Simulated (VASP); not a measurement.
Input of a VASP 6.6.1 run:

POSCAR

```
ZnS
1.0
    0.0000000000      2.7452197500      2.7452197500
    2.7452197500      0.0000000000      2.7452197500
    2.7452197500      2.7452197500      0.0000000000
Zn S
1 1
Direct
    0.0000000000      0.0000000000      0.0000000000
    0.7500000000      0.7500000000      0.7500000000
```

The input INCAR.step1:

```
PREC = Accurate
ENCUT = 520
ISMEAR = 0
SIGMA = 0.05
LREAL = False
LASPH = True
NELM = 80
NBANDS = 16
GGA = PE
ALGO = Normal
EDIFF = 1E-4
LWAVE = True
LCHARG = False
```

INCAR.step2

```
PREC = Accurate
ENCUT = 520
EDIFF = 1E-6
ISMEAR = 0
SIGMA = 0.05
LREAL = False
LASPH = True
NELM = 80
ALGO = Normal
ISIF = 2
LWAVE = False
LCHARG = False
METAGGA = R2SCAN
LMIXTAU = True
NBANDS = 16
ISTART = 1
```

KPOINTS

```
regular mesh
0
Gamma
  8 8 8
```

Potentials or basis: VASP PAW PBE potentials, release 64 (Zn, S).

Launch:

```bash
$ cat potpaw_PBE.64/Zn/POTCAR potpaw_PBE.64/S/POTCAR > POTCAR
$ cp INCAR.step1 INCAR
$ mpirun -np 1 vasp_std > vasp.out
$ cp INCAR.step2 INCAR
$ mpirun -np 1 vasp_std > vasp.out
```

Question: Predict the band gap on the k mesh.

Answer: 2.46 eV.

Question: Predict the pressure.

Answer: -3.9 GPa.

Caveat: the cell differs from its parent crystal (strain +0.015 along x and y, +0.015 along z); the cell stands under tension; the PAW data sets were made with another functional, which shifts forces and pressure a little.
